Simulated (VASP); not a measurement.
# BeTe (F-43m) in VASP: notebook, part 2 of 2

VASP 6.6.1. Earlier steps stand in the parts before.

## (3) Single point, PBE (volume scaled by 1.040)

INCAR reads:

```
PREC = Accurate ; ENCUT = 520
EDIFF = 1E-6 ; ISMEAR = 0
SIGMA = 0.05 ; LREAL = F
LASPH = T ; NELM = 80
ALGO = Normal ; ISIF = 2
LWAVE = F ; LCHARG = F
GGA = PE ; NBANDS = 11
```

KPOINTS reads:

```
regular mesh
0
Gamma
  10 10 10
```

POSCAR reads:

```
BeTe
1.0
    0.0000000000      2.8697579889      2.8697579889
    2.8697579889      0.0000000000      2.8697579889
    2.8697579889      2.8697579889      0.0000000000
Be Te
1 1
Direct
    0.0000000000      0.0000000000      0.0000000000
    0.7500000000      0.7500000000      0.7500000000
```

Potentials or basis: VASP PAW PBE potentials, release 64 (Be, Te).

Started as:

```bash
cat potpaw_PBE.64/Be/POTCAR potpaw_PBE.64/Te/POTCAR > POTCAR
mpirun -np 1 vasp_std > vasp.out
```

It took 57 s on 1 thread of AMD EPYC 7R13, shared host; peak memory 0.15 GiB.

It converged, with:

```
Free energy            : -7.6141 eV
Pressure               : -2.0 GPa
Band gap on the k mesh : 2.11 eV, indirect (least direct gap 3.42 eV)
```

Levels at points of the mesh, in eV from the valence-band top:
| k point | band 1 | band 2 | band 3 | band 4 | band 5 | band 6 | band 7 | band 8 |
| --- | --- | --- | --- | --- | --- | --- | --- | --- |
| (0.00, 0.00, 0.00) | -11.94 | 0.00 | 0.00 | 0.00 | 3.42 | 3.65 | 3.65 | 3.65 |
| (0.50, 0.00, 0.00) | -10.73 | -5.19 | -1.04 | -1.04 | 2.93 | 4.61 | 4.61 | 7.83 |
| (0.50, 0.50, 0.00) | -10.29 | -4.82 | -2.44 | -2.44 | 2.11 | 2.74 | 9.35 | 9.35 |

Caveat: the cell differs from its parent crystal (volume scaled by 1.040); spin-orbit coupling is left out, which moves the levels of the heavy elements.

## (4) Single point, PBE

This run uses another cell than the first one, of 21.98 Å³/atom, 0.948 times its volume.

INCAR reads:

```
SYSTEM = BeTe
PREC     = Accurate       ! precision mode
ENCUT    = 520            ! plane-wave cutoff, eV
EDIFF    = 1E-6           ! SCF threshold, eV
ISMEAR   = 0              ! smearing method
SIGMA    = 0.05           ! smearing width, eV
LREAL    = .False.        ! projectors in reciprocal space
LASPH    = .True.         ! aspherical terms in the spheres
NELM     = 80             ! most SCF steps
ALGO     = Normal         ! electronic algorithm
ISIF     = 2              ! what is computed and relaxed
LWAVE    = .False.        ! write WAVECAR
LCHARG   = .False.        ! write CHGCAR
GGA      = PE             ! functional
NBANDS   = 11             ! bands
```

KPOINTS reads:

```
regular mesh
0
Gamma
  10 10 10
  0 0 0
```

POSCAR reads:

```
BeTe
1.0
    0.0000000000      2.8010148859      2.8010148859
    2.8010148859      0.0000000000      2.8010148859
    2.8010148859      2.8010148859      0.0000000000
Be Te
1 1
Direct
    0.0000000000      0.0000000000      0.0000000000
    0.7500000000      0.7500000000      0.7500000000
```

Potentials or basis: VASP PAW PBE potentials, release 64 (Be, Te).

Started as:

```bash
cat potpaw_PBE.64/Be/POTCAR potpaw_PBE.64/Te/POTCAR > POTCAR
mpirun -np 1 vasp_std > vasp.out
```

OUTCAR:

```text
SYSTEM = BeTe
   PREC = Accurate
   ENCUT = 520
   EDIFF = 1E-6
   ISMEAR = 0
   LREAL = .False.
   LASPH = .True.
   NELM = 80
   ISIF = 2
   GGA = PE

 ion  position               nearest neighbor table
   1  0.000  0.000  0.000-   2 2.43   2 2.43   2 2.43   2 2.43
   2  0.750  0.750  0.750-   1 2.43   1 2.43   1 2.43   1 2.43

  LATTYP: Found a face centered cubic cell.
 ALAT       =     5.6020297718

  Lattice vectors:

 A1 = (   0.0000000000,   2.8010148859,   2.8010148859)
[... 522 lines left out ...]

------------------------ aborting loop because EDIFF is reached ----------------------------------------

  FORCE on cell =-STRESS in cart. coord.  units (eV):
  Direction    XX          YY          ZZ          XY          YZ          ZX
  --------------------------------------------------------------------------------------
  -------------------------------------------------------------------------------------
  Total        0.5862040      0.5862040      0.5862040     -0.0000000     -0.0000000     -0.0000000
  in kB       21.3689481     21.3689481     21.3689481     -0.0000000     -0.0000000     -0.0000000
  external PRESSURE =      21.3689481 kB  Pullay stress =       0.0000000 kB

 VOLUME and BASIS-vectors are now :
 -----------------------------------------------------------------------------
  energy-cutoff  :      520.00
  volume of cell :       43.95
      direct lattice vectors                 reciprocal lattice vectors
     0.000000000  2.801014886  2.801014886    -0.178506727  0.178506727  0.178506727
     2.801014886  0.000000000  2.801014886     0.178506727 -0.178506727  0.178506727
     2.801014886  2.801014886  0.000000000     0.178506727  0.178506727 -0.178506727

 POSITION                                       TOTAL-FORCE (eV/Angst)
 -----------------------------------------------------------------------------------
      0.00000      0.00000      0.00000        -0.000000     -0.000000     -0.000000
      4.20152      4.20152      4.20152         0.000000      0.000000      0.000000
 -----------------------------------------------------------------------------------
    total drift:                               -0.000000     -0.000000     -0.000000

  FREE ENERGIE OF THE ION-ELECTRON SYSTEM (eV)
  ---------------------------------------------------
  free  energy   TOTEN  =        -7.6148397761 eV

  energy  without entropy=       -7.6148397761  energy(sigma->0) =       -7.61483978
```

Wall time 18 s (1 thread of Intel Xeon Platinum 8375C at 2.90GHz (Ice Lake), shared host); peak memory 0.18 GiB.

Results:

- Free energy: -7.6148 eV
- Pressure: 2.1 GPa
- Band gap on the k mesh: 1.93 eV, indirect (least direct gap 3.60 eV)

Levels at points of the mesh, in eV from the valence-band top:
| k point | band 1 | band 2 | band 3 | band 4 | band 5 | band 6 | band 7 | band 8 | band 9 |
| --- | --- | --- | --- | --- | --- | --- | --- | --- | --- |
| (0.00, 0.00, 0.00) | -12.40 | 0.00 | 0.00 | 0.00 | 3.60 | 3.60 | 3.60 | 3.94 | 8.34 |
| (0.50, 0.00, 0.00) | -11.02 | -5.64 | -1.16 | -1.16 | 3.12 | 4.58 | 4.58 | 7.81 | 11.01 |
| (0.50, 0.50, 0.00) | -10.51 | -5.20 | -2.71 | -2.71 | 1.93 | 2.64 | 9.81 | 9.81 | 11.64 |

Caveat: spin-orbit coupling is left out, which moves the levels of the heavy elements. A k mesh can miss the band edges.

## (5) Single point, PBE (volume scaled by 0.980)

INCAR reads:

```
PREC = Accurate
ENCUT = 520
EDIFF = 1E-7
ISMEAR = 0
SIGMA = 0.05
LREAL = F
LASPH = T
NELM = 60
ALGO = Normal
ISIF = 2
LWAVE = F
LCHARG = T
GGA = PE
LELF = T
LVHAR = T
NBANDS = 11
```

KPOINTS reads:

```
regular mesh
0
Gamma
  10 10 10
```

POSCAR reads:

```
BeTe
1.0
    0.0000000000      2.8134736600      2.8134736600
    2.8134736600      0.0000000000      2.8134736600
    2.8134736600      2.8134736600      0.0000000000
Be Te
1 1
Direct
    0.0000000000      0.0000000000      0.0000000000
    0.7500000000      0.7500000000      0.7500000000
```

Started as:

```bash
cat potpaw_PBE.64/Be/POTCAR potpaw_PBE.64/Te/POTCAR > POTCAR
mpirun -np 1 vasp_std > vasp.out
```

Run time: 19 s. Hardware: 1 thread of Intel Xeon Platinum 8375C at 2.90GHz (Ice Lake), shared host; peak memory 0.18 GiB.

It converged, with:

| Property | Result |
| --- | --- |
| Free energy | -7.6211 eV |
| Pressure | 1.3 GPa |
| Band gap on the k mesh | 1.97 eV, indirect (least direct gap 3.61 eV) |

Levels at points of the mesh, in eV from the valence-band top:
| k point | band 2 | band 3 | band 4 | band 5 | band 6 | band 7 |
| --- | --- | --- | --- | --- | --- | --- |
| (0.00, 0.00, 0.00) | 0.00 | 0.00 | 0.00 | 3.61 | 3.61 | 3.61 |
| (0.50, 0.00, 0.00) | -5.56 | -1.14 | -1.14 | 3.08 | 4.59 | 4.59 |
| (0.50, 0.50, 0.00) | -5.13 | -2.65 | -2.65 | 1.97 | 2.66 | 9.72 |

Caveat: the cell differs from its parent crystal (volume scaled by 0.980); spin-orbit coupling is left out, which moves the levels of the heavy elements.

## (6) Summary

| cell | gap on the mesh (eV) | pressure (GPa) |
| --- | --- | --- |
| a = 4.032 Å, angles 60.0°, 2 atoms | 2.06 | -1.0 |
| a = 4.058 Å, angles 60.0°, 2 atoms | 2.11 | -2.0 |
| a = 3.961 Å, angles 60.0°, 2 atoms | 1.93 | 2.1 |
| a = 3.979 Å, angles 60.0°, 2 atoms | 1.97 | 1.3 |

Alike in all rows: task single point; level PBE; potentials or basis VASP PAW PBE potentials, release 64 (Be, Te); no spin polarisation; k mesh 10 × 10 × 10; cutoff (eV) 520; smearing gaussian 0.05 eV.

Caveats: spin-orbit coupling is left out, which moves the levels of the heavy elements.

Total energies depend on the potentials used, so only differences within one code and one set of settings carry meaning.
